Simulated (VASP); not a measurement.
# InP in VASP: a series of runs, part 3 of 3

VASP 6.6.1.

## Step 4: Electric field gradients, PBEsol (zz strain of -3 %)

Contents of INCAR:

```
SYSTEM = InP
ALGO = Normal ; EDIFF = 1E-8
ENCUT = 520 ; GGA = PS
ISIF = 2 ; ISMEAR = -1
LASPH = .True. ; LCHARG = .False.
LEFG = .True. ; LREAL = .False.
LWAVE = .False. ; NBANDS = 16
NELM = 60 ; PREC = Accurate
SIGMA = 0.03
```

Contents of KPOINTS:

```
k-points
0
Gamma
  11 11 11
  0 0 0
```

Contents of POSCAR:

```
InP
1.0
    0.0000000000      2.8550000000      2.7693500000
    2.8550000000      0.0000000000      2.7693500000
    2.8550000000      2.8550000000      0.0000000000
In P
1 1
Direct
    0.0000000000      0.0000000000      0.0000000000
    0.5000000000      0.5000000000      0.5000000000
```

Potentials or basis: VASP PAW PBE potentials, release 64 (In_d, P).

On the command line:

```
cat potpaw_PBE.64/In_d/POTCAR potpaw_PBE.64/P/POTCAR > POTCAR
mpirun -np 1 vasp_std > vasp.out
```

OUTCAR:

```text
SYSTEM = InP
   EDIFF = 1E-8
   ENCUT = 520
   GGA = PS
   ISIF = 2
   ISMEAR = -1
   LASPH = .True.
   LREAL = .False.
   NELM = 60
   PREC = Accurate

 ion  position               nearest neighbor table
   1  0.000  0.000  0.000-   2 2.77   2 2.77   2 2.85   2 2.85   2 2.85   2 2.85
   2  0.500  0.500  0.500-   1 2.77   1 2.77   1 2.85   1 2.85   1 2.85   1 2.85

  LATTYP: Found a body centered tetragonal cell.
 ALAT       =     4.0375797206
 C/A-ratio  =     1.3717871555

  Lattice vectors:

 A1 = (   0.0000000000,  -2.8550000000,  -2.7693500000)
 A2 = (   0.0000000000,   2.8550000000,  -2.7693500000)
 A3 = (   2.8550000000,   0.0000000000,   2.7693500000)

Analysis of symmetry for initial positions (statically):
=====================================================================
 Subroutine PRICEL returns:
 Original cell was already a primitive cell.

 Routine SETGRP: Setting up the symmetry group for a
 body centered tetragonal supercell.

 Subroutine GETGRP returns: Found 16 space group operations
 (whereof 16 operations were pure point group operations)
 out of a pool of 16 trial point group operations.

The static configuration has the point symmetry D_4h.

Analysis of symmetry for dynamics (positions and initial velocities):
=====================================================================
 Subroutine PRICEL returns:
 Original cell was already a primitive cell.

 Routine SETGRP: Setting up the symmetry group for a
 body centered tetragonal supercell.

 Subroutine GETGRP returns: Found 16 space group operations
 (whereof 16 operations were pure point group operations)
 out of a pool of 16 trial point group operations.

The dynamic configuration has the point symmetry D_4h.

 Subroutine INISYM returns: Found 16 space group operations
 (whereof 16 operations are pure point group operations),
 and found     1 'primitive' translations

----------------------------------------------------------------------------------------

                                     Primitive cell

  volume of cell :      45.1461

  direct lattice vectors                    reciprocal lattice vectors
     0.000000000  2.855000000  2.769350000    -0.175131349  0.175131349  0.180547782
     2.855000000  0.000000000  2.769350000     0.175131349 -0.175131349  0.180547782
     2.855000000  2.855000000  0.000000000     0.175131349  0.175131349 -0.180547782

  length of vectors
     3.977477143  3.977477143  4.037579721     0.306495481  0.306495481  0.306495481

  position of ions in fractional coordinates (direct lattice)
     0.000000000  0.000000000  0.000000000
     0.500000000  0.500000000  0.500000000

  ion indices of the primitive-cell ions
   primitive index   ion index
                 1           1
                 2           2

----------------------------------------------------------------------------------------

 KPOINTS: k-points

Automatic generation of k-mesh.
 Grid dimensions read from file:
[... 68 lines left out ...]
   NSW    =      0    number of steps for IOM
   IBRION =     -1    ionic relax: 0-MD 1-quasi-New 2-CG
   NFREE  =      0    steps in history (QN), initial steepest desc. (CG)
   ISIF   =      2    stress and relaxation
   ISYM   =      2    0-nonsym 1-usesym 2-fastsym
   POTIM  = 0.5000    time-step for ionic-motion
   TEBEG  =    0.0;   TEEND  =   0.0 temperature during run
   PSTRESS=    0.0 pullay stress
   NELECT =      18.0000    total number of electrons
   NUPDOWN=      -1.0000    fix difference up-down
   EMIN   =  10.00;   EMAX   =-10.00  energy-range for DOS
   EFERMI =   0.00;   METHOD = LEGACY
   ISMEAR =    -1;   SIGMA  =   0.03  broadening in eV -4-tet -1-fermi 0-gaus
   EFERMI_NEDOS =   21; number of points for ismear=-14 and -15
   IALGO  =     38    algorithm
   IMIX   =      4    mixing-type and parameters
     AMIX     =   0.40;   BMIX     =  1.00
     AMIX_MAG =   1.60;   BMIX_MAG =  1.00
  volume/ion in A,a.u.               =      22.57       152.33
  Fermi-wavevector in a.u.,A,eV,Ry     =   1.204922  2.276973 19.753446  1.451837
  Thomas-Fermi vector in A             =   2.340633
   LORBIT       =      0    0 simple, 1 ext, 2 COOP (PROOUT), +10 PAW based schemes
   GGA     = PS    functional components
   LHFCALC =     F    Hartree Fock is set to
   AEXX    =    0.0000 exact exchange contribution
   IVDW    =     0    specifies the selected vdW correction
   LEPSILON=     F    determine dielectric tensor
   LRPA    =     F    only Hartree local field effects (RPA)
 non-spin polarized calculation
  energy-cutoff  :      520.00
  volume of cell :       45.15
 maximum number of plane-waves:      1238
 NGX is ok and might be reduce to    30
   NGX = 15   NGY = 15   NGZ = 15

 number of electron      17.9999993 magnetization

 Free energy of the ion-electron system (eV)
  ---------------------------------------------------
  ext. energy  EPLUGINS =         0.00000000
  ---------------------------------------------------
  free energy    TOTEN  =        -8.68750507 eV

  energy without entropy =       -8.68488473  energy(sigma->0) =       -8.68619490

 E-fermi :   6.1695     XC(G=0): -10.2725

 val. band max:        6.1652655547   @ k =  -0.0909  -0.0000   0.0909
 cond. band min:       6.1717424767   @ k =  -0.4545  -0.0000   0.0909
 fundamental gap:      0.0064769221
 Fermi energy:         6.1695075654

 k-point     1 :       0.0000    0.0000    0.0000
  band No.  band energies     occupation
      1      -7.8751      2.00000
      2      -7.8676      2.00000
      3      -7.8552      2.00000
      4      -7.8552      2.00000
      5      -7.8429      2.00000
      6      -5.3938      2.00000
[... 433 lines left out ...]
      3      -7.8486      2.00000
      4      -7.8240      2.00000
      5      -7.8110      2.00000
      6      -4.4062      2.00000
[... 8 lines left out ...]
     15      16.3586      0.00000
     16      17.0256      0.00000

 [... further k-points ...]
[... 5 lines left out ...]
  --------------------------------------------------------------------------------------
  -------------------------------------------------------------------------------------
  Total       -2.1692332     -2.1692332     -1.3727638      0.0000000     -0.0000000     -0.0000000
  in kB      -76.9833402    -76.9833402    -48.7176485      0.0000000     -0.0000000     -0.0000000
  external PRESSURE =     -67.5614430 kB  Pullay stress =       0.0000000 kB

 VOLUME and BASIS-vectors are now :
 -----------------------------------------------------------------------------
  energy-cutoff  :      520.00
  volume of cell :       45.15
      direct lattice vectors                 reciprocal lattice vectors
     0.000000000  2.855000000  2.769350000    -0.175131349  0.175131349  0.180547782
     2.855000000  0.000000000  2.769350000     0.175131349 -0.175131349  0.180547782
     2.855000000  2.855000000  0.000000000     0.175131349  0.175131349 -0.180547782

 POSITION                                       TOTAL-FORCE (eV/Angst)
 -----------------------------------------------------------------------------------
      0.00000      0.00000      0.00000         0.000000      0.000000      0.000000
      2.85500      2.85500      2.76935         0.000000      0.000000     -0.000000
 -----------------------------------------------------------------------------------
    total drift:                               -0.000000      0.000000      0.000000

  FREE ENERGIE OF THE ION-ELECTRON SYSTEM (eV)
  ---------------------------------------------------
  free  energy   TOTEN  =        -8.6875050670 eV

  energy  without entropy=       -8.6848847261  energy(sigma->0) =       -8.68619490

 Electric field gradients (V/A^2)
---------------------------------------------------------------------
 ion       V_xx      V_yy      V_zz      V_xy      V_xz      V_yz
---------------------------------------------------------------------
   1      14.513    14.513   -29.026    -0.000     0.000     0.000
   2      -1.116    -1.116     2.233    -0.000    -0.000    -0.000
---------------------------------------------------------------------

 Electric field gradients after diagonalization (V/A^2)
 (convention: |V_zz| > |V_xx| > |V_yy|)
----------------------------------------------------------------------
 ion       V_xx      V_yy      V_zz     asymmetry (V_yy - V_xx)/ V_zz
----------------------------------------------------------------------
   1      14.513    14.513   -29.026       0.000
   2      -1.116    -1.116     2.233       0.000
----------------------------------------------------------------------

           NMR quadrupolar parameters

 Cq : quadrupolar parameter    Cq=e*Q*V_zz/h
 eta: asymmetry parameters     (V_yy - V_xx)/ V_zz
 Q  : nuclear electric quadrupole moment in mb (millibarn)
----------------------------------------------------------------------
 ion       Cq(MHz)       eta       Q (mb)
----------------------------------------------------------------------
   1      -0.070       0.000       1.000
   2       0.005       0.000       1.000
----------------------------------------------------------------------
```

stdout:

```text
POSCAR found type information on POSCAR InP
 POSCAR found :  2 types and       2 ions
 scaLAPACK will be used
 -----------------------------------------------------------------------------
|                                                                             |
|                                                                             |
|     You enforced a specific xc type in the INCAR file but a different       |
|     I HOPE YOU KNOW WHAT YOU ARE DOING!                                     |
|                                                                             |
 -----------------------------------------------------------------------------

 LDA part: xc-table for (Slater+PW92), standard interpolation
 POSCAR, INCAR and KPOINTS ok, starting setup
 FFT: planning ... GRIDC
 FFT: planning ... GRID_SOFT
 FFT: planning ... GRID
 WAVECAR not read
 entering main loop
ion   1

ion   2
```

Wall time 40 s (1 thread of Intel Xeon 6975P-C (Granite Rapids), shared host); peak memory 0.23 GiB.

What came out:

- Free energy: -8.6875 eV
- Pressure: -6.8 GPa
- Band gap on the k mesh: zero (band 9 reaches 6.51 eV, above the bottom of band 10 at 4.00 eV)

Electric field gradients, principal values (V/Å²):
```
atom   least  middle  greatest (by size)
1 In  14.513  14.513             -29.026
 2 P  -1.116  -1.116               2.233
```

Caveat: the cell differs from its parent crystal (zz strain of -3 %); without QUAD_EFG the Cq values of the log hold for a quadrupole moment of 1 mb, not for the nuclei; the PAW data sets were made with another functional, which shifts forces and pressure a little; spin-orbit coupling is left out, which moves the levels of the heavy elements.

## Step 5: Electric field gradients, PBEsol (zz strain of -1 %)

Contents of INCAR:

```
SYSTEM = InP
PREC = Accurate
ENCUT = 520
EDIFF = 1E-8
ISMEAR = -1
SIGMA = 0.03
LREAL = .False.
LASPH = .True.
NELM = 100
ALGO = Normal
ISIF = 2
LWAVE = .False.
LCHARG = .False.
GGA = PS
LEFG = .True.
NBANDS = 16
```

Contents of KPOINTS:

```
Automatic mesh
0
Gamma
  11 11 11
  0 0 0
```

Contents of POSCAR:

```
InP
1.0
    0.0000000000      2.8550000000      2.8264500000
    2.8550000000      0.0000000000      2.8264500000
    2.8550000000      2.8550000000      0.0000000000
In P
1 1
Direct
    0.0000000000      0.0000000000      0.0000000000
    0.5000000000      0.5000000000      0.5000000000
```

Potentials or basis: VASP PAW PBE potentials, release 64 (In_d, P).

On the command line:

```
cat potpaw_PBE.64/In_d/POTCAR potpaw_PBE.64/P/POTCAR > POTCAR
mpirun -np 1 vasp_std > vasp.out
```

OUTCAR:

```text
SYSTEM = InP
   PREC = Accurate
   ENCUT = 520
   EDIFF = 1E-8
   ISMEAR = -1
   LREAL = .False.
   LASPH = .True.
   NELM = 100
   ISIF = 2
   GGA = PS

 ion  position               nearest neighbor table
   1  0.000  0.000  0.000-   2 2.83   2 2.83   2 2.85   2 2.85   2 2.85   2 2.85
   2  0.500  0.500  0.500-   1 2.83   1 2.83   1 2.85   1 2.85   1 2.85   1 2.85

  LATTYP: Found a body centered tetragonal cell.
 ALAT       =     4.0375797206
 C/A-ratio  =     1.4000714267

  Lattice vectors:

[... 670 lines left out ...]
  ---------------------------------------------------
  free  energy   TOTEN  =        -8.6524092123 eV

  energy  without entropy=       -8.6498219166  energy(sigma->0) =       -8.65111556

 Electric field gradients (V/A^2)
---------------------------------------------------------------------
 ion       V_xx      V_yy      V_zz      V_xy      V_xz      V_yz
---------------------------------------------------------------------
   1       4.691     4.691    -9.383    -0.001    -0.001    -0.001
   2      -0.380    -0.380     0.760    -0.000    -0.000    -0.000
---------------------------------------------------------------------

 Electric field gradients after diagonalization (V/A^2)
 (convention: |V_zz| > |V_xx| > |V_yy|)
----------------------------------------------------------------------
 ion       V_xx      V_yy      V_zz     asymmetry (V_yy - V_xx)/ V_zz
----------------------------------------------------------------------
   1       4.692     4.690    -9.383       0.000
   2      -0.380    -0.380     0.760       0.000
----------------------------------------------------------------------

           NMR quadrupolar parameters

 Cq : quadrupolar parameter    Cq=e*Q*V_zz/h
 eta: asymmetry parameters     (V_yy - V_xx)/ V_zz
 Q  : nuclear electric quadrupole moment in mb (millibarn)
----------------------------------------------------------------------
 ion       Cq(MHz)       eta       Q (mb)
----------------------------------------------------------------------
   1      -0.023       0.000       1.000
   2       0.002       0.000       1.000
----------------------------------------------------------------------
```

OSZICAR:

```text
N       E                     dE             d eps       ncg     rms          rms(c)
DAV:   1     0.107824135926E+03    0.10782E+03   -0.83824E+03  4064   0.128E+03
DAV:   2    -0.208736750350E+01   -0.10991E+03   -0.10516E+03  4424   0.300E+02
DAV:   3    -0.874669329641E+01   -0.66593E+01   -0.65817E+01  5520   0.709E+01
DAV:   4    -0.890565463228E+01   -0.15896E+00   -0.15891E+00  4968   0.114E+01
DAV:   5    -0.891317324656E+01   -0.75186E-02   -0.75184E-02  6152   0.221E+00    0.393E+00
DAV:   6    -0.866267666355E+01    0.25050E+00   -0.47659E-01  6032   0.112E+01    0.219E+00
DAV:   7    -0.865449027594E+01    0.81864E-02   -0.51506E-02  5552   0.191E+00    0.943E-01
DAV:   8    -0.865242451654E+01    0.20658E-02   -0.38476E-03  5024   0.666E-01    0.101E-01
DAV:   9    -0.865239792777E+01    0.26589E-04   -0.25088E-04  6432   0.204E-01    0.647E-02
DAV:  10    -0.865240660246E+01   -0.86747E-05   -0.22303E-05  4696   0.366E-02    0.230E-02
DAV:  11    -0.865240925595E+01   -0.26535E-05   -0.32178E-06  5392   0.147E-02    0.235E-03
DAV:  12    -0.865240925845E+01   -0.25043E-08   -0.26001E-07  5168   0.697E-03    0.167E-03
DAV:  13    -0.865240924121E+01    0.17246E-07   -0.12904E-08  4248   0.167E-03    0.116E-03
DAV:  14    -0.865240921159E+01    0.29613E-07   -0.71623E-09  3352   0.913E-04    0.107E-04
DAV:  15    -0.865240921226E+01   -0.66871E-09   -0.10032E-09  2984   0.317E-04
   1 F= -.86524092E+01 E0= -.86511156E+01  d E =-.258730E-02
```

stdout:

```text
POSCAR found type information on POSCAR InP
 POSCAR found :  2 types and       2 ions
 scaLAPACK will be used
 -----------------------------------------------------------------------------
|                                                                             |
|                                                                             |
|     You enforced a specific xc type in the INCAR file but a different       |
|     I HOPE YOU KNOW WHAT YOU ARE DOING!                                     |
|                                                                             |
 -----------------------------------------------------------------------------

 LDA part: xc-table for (Slater+PW92), standard interpolation
 POSCAR, INCAR and KPOINTS ok, starting setup
 FFT: planning ... GRIDC
 FFT: planning ... GRID_SOFT
 FFT: planning ... GRID
 WAVECAR not read
 entering main loop
ion   1

ion   2
```

It took 40 s on 1 thread of Intel Xeon 6975P-C (Granite Rapids), shared host; peak memory 0.23 GiB.

What came out:

```yaml
Free_energy: -8.6524 eV
Pressure: -7.8 GPa
Band_gap_on_the_k_mesh: zero (band 9 reaches 6.27 eV, above the bottom of band 10 at 3.88 eV)
```

Stress tensor (GPa, compression positive):
```
-8.06  0.00  0.00
 0.00 -8.06  0.00
 0.00  0.00 -7.24
```

Levels at points of the mesh, in eV from the Fermi level:
```tsv
k point	band 6	band 7	band 8	band 9	band 10	band 11	band 12	band 13
(0.00, 0.00, 0.00)	-11.42	-0.25	-0.16	-0.16	-0.12	7.04	7.04	7.11
```

Electric field gradients, principal values (V/Å²):
```tsv
atom	least	middle	greatest (by size)
1 In	4.690	4.692	-9.383
2 P	-0.380	-0.380	0.760
```

Caveat: the cell differs from its parent crystal (zz strain of -1 %); without QUAD_EFG the Cq values of the log hold for a quadrupole moment of 1 mb, not for the nuclei; the PAW data sets were made with another functional, which shifts forces and pressure a little; spin-orbit coupling is left out, which moves the levels of the heavy elements.

## Step 6: The runs side by side

| cell | gap on the mesh (eV) | pressure (GPa) |
| --- | --- | --- |
| a = 3.978 Å, angles 62.0°, 2 atoms | none | -8.2 |
| a = 4.078 Å, angles 58.7°, 2 atoms | none | -8.2 |
| a = 3.977, b = 3.977, c = 4.038 Å, angles 59.5, 59.5, 61.0°, 2 atoms | none | -6.8 |
| a = 4.017, b = 4.017, c = 4.038 Å, angles 59.8, 59.8, 60.3°, 2 atoms | none | -7.8 |

Alike in all rows: task electric field gradients; level PBEsol; potentials or basis VASP PAW PBE potentials, release 64 (In_d, P); no spin polarisation; k mesh 11 × 11 × 11; cutoff (eV) 520; smearing fermi-dirac 0.03 eV.

Caveats: the PAW data sets were made with another functional, which shifts forces and pressure a little; spin-orbit coupling is left out, which moves the levels of the heavy elements.

Absolute energies hang on the potentials; compare differences alone.
